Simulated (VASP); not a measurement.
Input of a VASP 6.6.1 run:

File INCAR:

```
SYSTEM = OsC2
PREC     = Accurate       ! precision mode
ENCUT    = 700            ! plane-wave cutoff, eV
EDIFF    = 1E-6           ! SCF threshold, eV
ISMEAR   = 0              ! smearing method
SIGMA    = 0.1            ! smearing width, eV
LREAL    = .False.        ! projectors in reciprocal space
LASPH    = .True.         ! aspherical terms in the spheres
NELM     = 120            ! most SCF steps
ALGO     = Normal         ! electronic algorithm
ISIF     = 2              ! what is computed and relaxed
LWAVE    = .False.        ! write WAVECAR
LCHARG   = .False.        ! write CHGCAR
GGA      = PE             ! functional
NBANDS   = 33             ! bands
GGA_COMPAT= .False.
```

File KPOINTS:

```
regular mesh
0
Gamma
  6 6 2
  0 0 0
```

Contents of POSCAR:

```
OsC2
1.0
    3.1955074426      0.0000000000      0.0000000000
   -1.5977537212      2.7673906233      0.0000000000
    0.0000000000      0.0000000000     10.2971335393
Os C
2 4
Direct
    0.3333333333      0.6666666667      0.2500000000
    0.6666666667      0.3333333333      0.7500000000
    0.3333333333      0.6666666667      0.6679505444
    0.6666666667      0.3333333333      0.1679505444
    0.3333333333      0.6666666667      0.8320494556
    0.6666666667      0.3333333333      0.3320494556
```

Potentials or basis: VASP PAW PBE potentials, release 64 (Os_sv_GW, C).

The run is started by

```sh
$ cat potpaw_PBE.64/Os_sv_GW/POTCAR potpaw_PBE.64/C/POTCAR > POTCAR
$ mpirun -np 1 vasp_std > vasp.out
```

(1) Estimate the pressure.

(2) Predict the largest force.

(3) Estimate the band gap on the k mesh.

Results:

(1) 0.1 GPa.

(2) 0.034 eV/Å.

(3) zero (bands 24 and 25 overlap by 2.45 eV).

Caveat: the k points lie up to 0.38 Å⁻¹ apart, too coarse for converged energies and pressures of a metal; spin-orbit coupling is left out, which moves the levels of the heavy elements.
